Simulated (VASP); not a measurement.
# GaSe4 (P-3m1) in VASP: further runs

The runs below take GaSe4 through relaxation of cell and atoms, with PBE.

All numbers are computed with VASP 6.6.1; they aren't measurements. Logs are shortened: lines on timing, memory, paths and dates and some standing lists are left out, and cuts for length are marked.

## 1. The cell of the first run

The structure is trigonal, space group P-3m1 (No. 164). Conventional cell: a = 3.750 Å, b = 3.750 Å, c = 20.600 Å, α = 90.00°, β = 90.00°, γ = 120.00°. Ga (site symmetry 3m) has 1 Ga at 2.47 Å and 3 Se at 2.49 Å within 3.3 Å. Within 3.3 Å of Se (site symmetry 3m) lie 3 Ga at 2.49 Å. Within 3.7 Å of Se (site symmetry 3m) lie 3 Se at 2.81 Å. Se (site symmetry 3m) has 6 Se at 2.81 Å within 3.7 Å. Se (site symmetry 3m) has 6 Se at 2.81 Å within 3.7 Å.

## 2. Relaxation of cell and atoms, PBE

INCAR reads:

```
SYSTEM = GaSe4
  PREC = Accurate
  ENCUT = 600
  EDIFF = 1E-6
  ISMEAR = 0
  SIGMA = 0.2
  LREAL = .FALSE.
  LASPH = .TRUE.
  NELM = 100
  ALGO = Normal
  ISIF = 3
  LWAVE = .FALSE.
  LCHARG = .FALSE.
  GGA = PE
  IBRION = 2
  NSW = 36
  EDIFFG = -0.08
```

KPOINTS reads:

```
Automatic mesh
0
G
  5 5 1
  0 0 0
```

POSCAR reads:

```
GaSe4
1.0
    3.7500000000      0.0000000000      0.0000000000
   -1.8750000000      3.2475952600      0.0000000000
    0.0000000000      0.0000000000     20.6000000000
Ga Se
2 8
Direct
    0.0000000000      0.0000000000      0.0600000000
    0.0000000000      0.0000000000      0.9400000000
    0.3333333300      0.6666666700      0.1200000000
    0.6666666700      0.3333333300      0.8800000000
    0.3333333300      0.6666666700      0.7175000000
    0.0000000000      0.0000000000      0.6305000000
    0.0000000000      0.0000000000      0.3695000000
    0.3333333300      0.6666666700      0.4565000000
    0.6666666700      0.3333333300      0.5435000000
    0.6666666700      0.3333333300      0.2825000000
```

Potentials or basis: VASP PAW PBE potentials, release 64 (Ga_d, Se).

Launch:

```
$ cat potpaw_PBE.64/Ga_d/POTCAR potpaw_PBE.64/Se/POTCAR > POTCAR
$ mpirun -np 1 vasp_std > vasp.out
```

OUTCAR:

```text
SYSTEM = GaSe4
   PREC = Accurate
   ENCUT = 600
   EDIFF = 1E-6
   ISMEAR = 0
   LREAL = .FALSE.
   LASPH = .TRUE.
   NELM = 100
   ISIF = 3
   GGA = PE
   IBRION = 2
   NSW = 36
   EDIFFG = -0.08

 ion  position               nearest neighbor table
   1  0.000  0.000  0.060-   2 2.47   3 2.49   3 2.49   3 2.49
   2  0.000  0.000  0.940-   1 2.47   4 2.49   4 2.49   4 2.49
   3  0.333  0.667  0.120-   1 2.49   1 2.49   1 2.49
   4  0.667  0.333  0.880-   2 2.49   2 2.49   2 2.49
   5  0.333  0.667  0.718-
   6  0.000  0.000  0.630-
   7  0.000  0.000  0.370-
   8  0.333  0.667  0.456-
   9  0.667  0.333  0.544-
  10  0.667  0.333  0.282-

  LATTYP: Found a hexagonal cell.
 ALAT       =     3.7500000000
 C/A-ratio  =     5.4933333333

  Lattice vectors:

 A1 = (   3.7500000000,   0.0000000000,   0.0000000000)
 A2 = (  -1.8750000000,   3.2475952600,   0.0000000000)
 A3 = (   0.0000000000,   0.0000000000,  20.6000000000)

Analysis of symmetry for initial positions (statically):
=====================================================================
 Subroutine PRICEL returns:
 Original cell was already a primitive cell.

 Routine SETGRP: Setting up the symmetry group for a
 hexagonal supercell.

 Subroutine GETGRP returns: Found 12 space group operations
 (whereof 12 operations were pure point group operations)
 out of a pool of 24 trial point group operations.

The static configuration has the point symmetry D_3d.

Analysis of symmetry for dynamics (positions and initial velocities):
=====================================================================
 Subroutine PRICEL returns:
 Original cell was already a primitive cell.

 Routine SETGRP: Setting up the symmetry group for a
 hexagonal supercell.

 Subroutine GETGRP returns: Found 12 space group operations
 (whereof 12 operations were pure point group operations)
 out of a pool of 24 trial point group operations.

The dynamic configuration has the point symmetry D_3d.

 Subroutine INISYM returns: Found 12 space group operations
 (whereof 12 operations are pure point group operations),
 and found     1 'primitive' translations

----------------------------------------------------------------------------------------

                                     Primitive cell

  volume of cell :     250.8767

  direct lattice vectors                    reciprocal lattice vectors
     3.750000000  0.000000000  0.000000000     0.266666667  0.153960072  0.000000000
    -1.875000000  3.247595260  0.000000000     0.000000000  0.307920144  0.000000000
     0.000000000  0.000000000 20.600000000     0.000000000  0.000000000  0.048543689

  length of vectors
     3.750000000  3.749999996 20.600000000     0.307920144  0.307920144  0.048543689

  position of ions in fractional coordinates (direct lattice)
     0.000000000  0.000000000  0.060000000
     0.000000000  0.000000000  0.940000000
     0.333333330  0.666666670  0.120000000
     0.666666670  0.333333330  0.880000000
     0.333333330  0.666666670  0.717500000
     0.000000000  0.000000000  0.630500000
     0.000000000  0.000000000  0.369500000
     0.333333330  0.666666670  0.456500000
     0.666666670  0.333333330  0.543500000
     0.666666670  0.333333330  0.282500000

  ion indices of the primitive-cell ions
   primitive index   ion index
                 1           1
                 2           2
                 3           3
                 4           4
                 5           5
                 6           6
                 7           7
                 8           8
                 9           9
                10          10

----------------------------------------------------------------------------------------

 KPOINTS: Automatic mesh

Automatic generation of k-mesh.
 Grid dimensions read from file:
 generate k-points for:    5    5    1

 Generating k-lattice:

  Cartesian coordinates                     Fractional coordinates (reciprocal lattice)
     0.053333333  0.030792014  0.000000000     0.200000000  0.000000000  0.000000000
     0.000000000  0.061584029  0.000000000     0.000000000  0.200000000  0.000000000
     0.000000000  0.000000000  0.048543689     0.000000000  0.000000000  1.000000000

  Length of vectors
     0.061584029  0.061584029  0.048543689

  Shift w.r.t. Gamma in fractional coordinates (k-lattice)
     0.000000000  0.000000000  0.000000000

 Subroutine IBZKPT returns following result:
 ===========================================

 Found      5 irreducible k-points:

 Following reciprocal coordinates:
            Coordinates               Weight
  0.000000  0.000000  0.000000      1.000000
  0.200000  0.000000  0.000000      6.000000
  0.400000 -0.000000  0.000000      6.000000
  0.200000  0.200000  0.000000      6.000000
  0.400000  0.200000  0.000000      6.000000
   k-points           NKPTS =      5   k-points in BZ     NKDIM =      5   number of bands    NBANDS=     44
   number of dos      NEDOS =    301   number of ions     NIONS =     10
   total plane-waves  NPLWV = 151200
   dimension x,y,z NGX =    30 NGY =   30 NGZ =  168
   dimension x,y,z NGXF=    60 NGYF=   60 NGZF=  336
   ions per type =               2   8
   NGX,Y,Z   is equivalent  to a cutoff of  13.30, 13.30, 13.56 a.u.
   NGXF,Y,Z  is equivalent  to a cutoff of  26.60, 26.60, 27.12 a.u.
 SYSTEM =  GaSe4
   PREC   = accura    normal or accurate (medium, high low for compatibility)
   ISTART =      0    job   : 0-new  1-cont  2-samecut
   ICHARG =      2    charge: 1-file 2-atom 10-const
   ISPIN  =      1    spin polarized calculation?
   LNONCOLLINEAR =      F non collinear calculations
   LSORBIT =      F    spin-orbit coupling
   LASPH  =      T    aspherical Exc in radial PAW
   ENCUT  =  600.0 eV  44.10 Ry    6.64 a.u.   7.49  7.49 41.14*2*pi/ulx,y,z
   NELM   =    100;   NELMIN=  2; NELMDL= -5     # of ELM steps
   EDIFF  = 0.1E-05   stopping-criterion for ELM
   LREAL  =      F    real-space projection
   EDIFFG = -.8E-01   stopping-criterion for IOM
   NSW    =     36    number of steps for IOM
   IBRION =      2    ionic relax: 0-MD 1-quasi-New 2-CG
   NFREE  =      1    steps in history (QN), initial steepest desc. (CG)
   ISIF   =      3    stress and relaxation
   ISYM   =      2    0-nonsym 1-usesym 2-fastsym
   POTIM  = 0.5000    time-step for ionic-motion
   TEBEG  =    0.0;   TEEND  =   0.0 temperature during run
   PSTRESS=    0.0 pullay stress
   NELECT =      74.0000    total number of electrons
   NUPDOWN=      -1.0000    fix difference up-down
   EMIN   =  10.00;   EMAX   =-10.00  energy-range for DOS
   EFERMI =   0.00;   METHOD = LEGACY
   ISMEAR =     0;   SIGMA  =   0.20  broadening in eV -4-tet -1-fermi 0-gaus
   EFERMI_NEDOS =   21; number of points for ismear=-14 and -15
   IALGO  =     38    algorithm
   IMIX   =      4    mixing-type and parameters
     AMIX     =   0.40;   BMIX     =  1.00
     AMIX_MAG =   1.60;   BMIX_MAG =  1.00
  volume/ion in A,a.u.               =      25.09       169.30
  Fermi-wavevector in a.u.,A,eV,Ry     =   1.089763  2.059353 16.158044  1.187583
  Thomas-Fermi vector in A             =   2.225973
   LORBIT       =      0    0 simple, 1 ext, 2 COOP (PROOUT), +10 PAW based schemes
   GGA     = PE    functional components
   LHFCALC =     F    Hartree Fock is set to
   AEXX    =    0.0000 exact exchange contribution
   IVDW    =     0    specifies the selected vdW correction
   LEPSILON=     F    determine dielectric tensor
   LRPA    =     F    only Hartree local field effects (RPA)
 conjugate gradient relaxation of ions
 non-spin polarized calculation
 Gauss-broadening in eV      SIGMA  =   0.20
  energy-cutoff  :      600.00
  volume of cell :      250.88
 maximum number of plane-waves:      8429
 NGX is ok and might be reduce to    30

--------------------------------------- Ionic step        1  -------------------------------------------

 number of electron      74.0000006 magnetization

 Free energy of the ion-electron system (eV)
  ---------------------------------------------------
  ext. energy  EPLUGINS =         0.00000000
  ---------------------------------------------------
  free energy    TOTEN  =       -34.38483361 eV

  energy without entropy =      -34.38144056  energy(sigma->0) =      -34.38313708

------------------------ aborting loop because EDIFF is reached ----------------------------------------

  FORCE on cell =-STRESS in cart. coord.  units (eV):
  Direction    XX          YY          ZZ          XY          YZ          ZX
  --------------------------------------------------------------------------------------
  -------------------------------------------------------------------------------------
  Total        0.8970683      0.8970683     -6.0951744     -0.0000000      0.0000000      0.0000000
  in kB        5.7289592      5.7289592    -38.9256911     -0.0000000      0.0000000      0.0000000
  external PRESSURE =      -9.1559242 kB  Pullay stress =       0.0000000 kB
[... 113 lines left out ...]
  FREE ENERGIE OF THE ION-ELECTRON SYSTEM (eV)
  ---------------------------------------------------
  free  energy   TOTEN  =       -34.8227790216 eV

  energy  without entropy=      -34.8201230117  energy(sigma->0) =      -34.82145102

[... ionic steps 4 to 12 ...]

--------------------------------------- Ionic step       13  -------------------------------------------

 number of electron      73.9999982 magnetization

------------------------ aborting loop because EDIFF is reached ----------------------------------------
[... 83 lines left out ...]
--------------------------------------- Ionic step       15  -------------------------------------------

 number of electron      73.9999990 magnetization

 Free energy of the ion-electron system (eV)
  ---------------------------------------------------
  ext. energy  EPLUGINS =         0.00000000
  ---------------------------------------------------
  free energy    TOTEN  =       -35.03529414 eV

  energy without entropy =      -35.03147203  energy(sigma->0) =      -35.03338309

 E-fermi :   3.0274     XC(G=0):  -9.0581

 val. band max:        2.7033090716   @ k =   0.2000   0.0000   0.0000
 cond. band min:       3.2333445276   @ k =   0.0000   0.0000   0.0000
 fundamental gap:      0.5300354560
 Fermi energy:         3.0273833867

 k-point     1 :       0.0000    0.0000    0.0000
  band No.  band energies     occupation
      1     -12.9906      2.00000
      2     -12.8805      2.00000
      3     -12.0787      2.00000
      4     -11.9537      2.00000
      5     -11.9537      2.00000
      6     -11.9325      2.00000
[... 36 lines left out ...]
     43       4.3873      0.00000
     44       4.3873      0.00000

 k-point     2 :       0.2000    0.0000    0.0000
  band No.  band energies     occupation
      1     -12.5941      2.00000
      2     -12.4927      2.00000
      3     -12.0812      2.00000
      4     -12.0198      2.00000
      5     -11.9997      2.00000
      6     -11.9539      2.00000
[... 36 lines left out ...]
     43       5.1487      0.00000
     44       5.2408      0.00000

 k-point     3 :       0.4000   -0.0000    0.0000
  band No.  band energies     occupation
      1     -12.1207      2.00000
      2     -12.0897      2.00000
      3     -12.0375      2.00000
      4     -11.9556      2.00000
      5     -11.9044      2.00000
      6     -11.8918      2.00000
[... 36 lines left out ...]
     43       5.3574      0.00000
     44       5.4001      0.00000

 k-point     4 :       0.2000    0.2000    0.0000
  band No.  band energies     occupation
      1     -12.1061      2.00000
      2     -12.0713      2.00000
      3     -12.0427      2.00000
      4     -11.9488      2.00000
      5     -11.9174      2.00000
      6     -11.8868      2.00000
[... 36 lines left out ...]
     43       5.5486      0.00000
     44       5.8562      0.00000

 k-point     5 :       0.4000    0.2000    0.0000
  band No.  band energies     occupation
      1     -12.1249      2.00000
      2     -12.1058      2.00000
      3     -12.0430      2.00000
      4     -11.9486      2.00000
      5     -11.9207      2.00000
      6     -11.8806      2.00000
[... 73 lines left out ...]
  FREE ENERGIE OF THE ION-ELECTRON SYSTEM (eV)
  ---------------------------------------------------
  free  energy   TOTEN  =       -35.0352941437 eV

  energy  without entropy=      -35.0314720326  energy(sigma->0) =      -35.03338309

 reached required accuracy - stopping structural energy minimisation
```

Run time: 9.4 min. Hardware: 1 thread of AMD EPYC 9R45 (Zen 5), shared host; peak memory 0.41 GiB.

Results:

- Free energy: -35.0353 eV
- Relaxed volume: 25.89 Å³/atom
- Relaxed cell: a = 3.815 Å, b = 3.815 Å, c = 20.542 Å, α = 90.00°, β = 90.00°, γ = 120.00°
- Space group after relaxing (to 0.05 Å): P-3m1 (No. 164)
- Energy gained by relaxing: 65.0 meV/atom
- Ionic steps: 15
- Pressure after relaxing: 0.1 GPa
- Largest force after relaxing: 0.039 eV/Å
- Band gap on the k mesh: 0.53 eV, indirect (least direct gap 0.86 eV)

Forces in eV/Å, atoms in the order of the input:
```
Ga   0.000  0.000 -0.006
Ga   0.000  0.000  0.006
Se   0.000  0.000  0.023
Se   0.000  0.000 -0.023
Se   0.000  0.000 -0.019
Se   0.000  0.000  0.012
Se   0.000  0.000 -0.012
Se   0.000  0.000 -0.039
Se   0.000  0.000  0.039
Se   0.000  0.000  0.019
```

Step by step:
```tsv
step	energy change (eV)	largest force (eV/Å)	pressure (GPa)	volume (Å³)
1	0.0000	1.4713	-0.92	250.88
2	-0.3717	0.9917	0.93	245.61
3	-0.4379	0.6197	2.50	241.96
4	-0.5886	0.2362	-0.05	254.18
5	-0.5898	0.2090	-0.26	255.39
6	-0.6121	0.1384	0.01	254.98
7	-0.6165	0.3388	0.21	254.68
8	-0.6304	0.1246	-0.05	256.00
9	-0.6313	0.1536	-0.14	256.44
10	-0.6353	0.1294	0.13	255.64
11	-0.6364	0.1113	0.35	255.04
12	-0.6388	0.1049	0.27	255.43
13	-0.6446	0.0846	0.16	256.62
14	-0.6495	0.0905	-0.07	258.99
15	-0.6505	0.0392	0.05	258.93
```

Final structure:
```
CELL_PARAMETERS angstrom
3.81505 0.00000 0.00000
-1.90752 3.30393 0.00000
0.00000 0.00000 20.54246
ATOMIC_POSITIONS crystal
Ga 0.00000 0.00000 0.05992
Ga 0.00000 0.00000 0.94008
Se 0.33333 0.66667 0.11672
Se 0.66667 0.33333 0.88328
Se 0.33333 0.66667 0.71190
Se 0.00000 0.00000 0.63587
Se 0.00000 0.00000 0.36413
Se 0.33333 0.66667 0.44042
Se 0.66667 0.33333 0.55958
Se 0.66667 0.33333 0.28810
```

Levels at points of the mesh, in eV from the valence-band top:
```csv
k point,band 33,band 34,band 35,band 36,band 37,band 38,band 39,band 40,band 41,band 42
"(0.00, 0.00, 0.00)",-0.73,-0.58,-0.47,-0.47,-0.38,0.53,1.23,1.28,1.28,1.66
```

Caveat: this functional lacks dispersion, which binds the layers, so the pressure and a relaxed spacing across them are unreliable; the relaxation stopped at a loose force limit of 0.08 eV/Å, so its end isn't a converged minimum. A k mesh can miss the band edges.

## 3. Relaxation of cell and atoms, PBE

This run uses another cell than the first one: it holds 5 atoms, not 10.

INCAR reads:

```
ALGO = Normal ; EDIFF = 1E-6
EDIFFG = -0.01 ; ENCUT = 600
GGA = PE ; IBRION = 2
ISIF = 3 ; ISMEAR = 0
LASPH = True ; LCHARG = False
LREAL = False ; LWAVE = False
NELM = 60 ; NSW = 100
PREC = Accurate ; SIGMA = 0.1
```

KPOINTS reads:

```
k-points
0
Gamma
  12 12 4
```

POSCAR reads:

```
GaSe4
1.0
    3.7860845744      0.0000000000      0.0000000000
   -1.8930422872      3.2788454223      0.0000000000
    0.0000000000      0.0000000000      8.8565530007
Ga Se
1 4
Direct
    0.0000000000      0.0000000000      0.0000000000
    0.3333333333      0.6666666667      0.8332018204
    0.3333333333      0.6666666667      0.4078761434
    0.6666666667      0.3333333333      0.1667981796
    0.6666666667      0.3333333333      0.5921238566
```

Potentials or basis: VASP PAW PBE potentials, release 64 (Ga_d, Se).

Launch:

```
$ cat potpaw_PBE.64/Ga_d/POTCAR potpaw_PBE.64/Se/POTCAR > POTCAR
$ mpirun -np 1 vasp_std > vasp.out
```

Wall time 14 min (1 thread of Oxide Virtual Turin-like, shared host); peak memory 0.35 GiB.

Results (log left out):

```
Free energy                            : -16.8999 eV
Relaxed volume                         : 21.91 Å³/atom
Relaxed cell                           : a = 3.742 Å, b = 3.742 Å, c = 9.035 Å, α = 90.00°, β = 90.00°, γ = 120.00°
Space group after relaxing (to 0.05 Å) : P-3m1 (No. 164)
Energy gained by relaxing              : 3.3 meV/atom
Ionic steps                            : 8
Pressure after relaxing                : 0.0 GPa
Largest force after relaxing           : 0.003 eV/Å
```

Forces on the atoms (eV/Å):
```
Ga   0.000  0.000  0.000
Se   0.000  0.000  0.000
Se   0.000  0.000  0.003
Se   0.000  0.000  0.000
Se   0.000  0.000 -0.003
```

Step by step:
```tsv
step	energy change (eV)	largest force (eV/Å)	pressure (GPa)	volume (Å³)
1	0.0000	0.1295	0.24	109.95
2	-0.0106	0.0493	-0.30	110.47
3	-0.0129	0.0485	-0.66	110.82
4	-0.0165	0.0253	0.04	109.43
5	-0.0165	0.0268	-0.02	109.53
6	-0.0165	0.0261	0.02	109.50
7	-0.0166	0.0168	0.02	109.52
8	-0.0166	0.0031	0.01	109.54
```

Final structure:
```
Ga Se
1.0
     3.74163    0.00000    0.00000
    -1.87082    3.24035    0.00000
     0.00000    0.00000    9.03505
Ga Se
1 4
Direct
  0.00000 0.00000 0.00000
  0.33333 0.66667 0.83362
  0.33333 0.66667 0.40646
  0.66667 0.33333 0.16638
  0.66667 0.33333 0.59354
```

Levels at points of the mesh, in eV from the Fermi level:
| k point | band 15 | band 16 | band 17 | band 18 | band 19 | band 20 | band 21 | band 22 |
| --- | --- | --- | --- | --- | --- | --- | --- | --- |
| (0.00, 0.00, 0.00) | -1.00 | -1.00 | -0.55 | -0.55 | 0.15 | 0.15 | 1.46 | 2.43 |
| (0.50, 0.00, 0.00) | -2.93 | -2.26 | -1.83 | -1.59 | -0.49 | 0.45 | 1.09 | 2.08 |
| (0.00, 0.00, 0.50) | -0.94 | -0.70 | -0.70 | -0.32 | -0.15 | 0.25 | 0.25 | 3.00 |
| (0.50, 0.00, 0.50) | -2.78 | -2.28 | -1.87 | -0.75 | 0.02 | 0.48 | 0.74 | 1.98 |
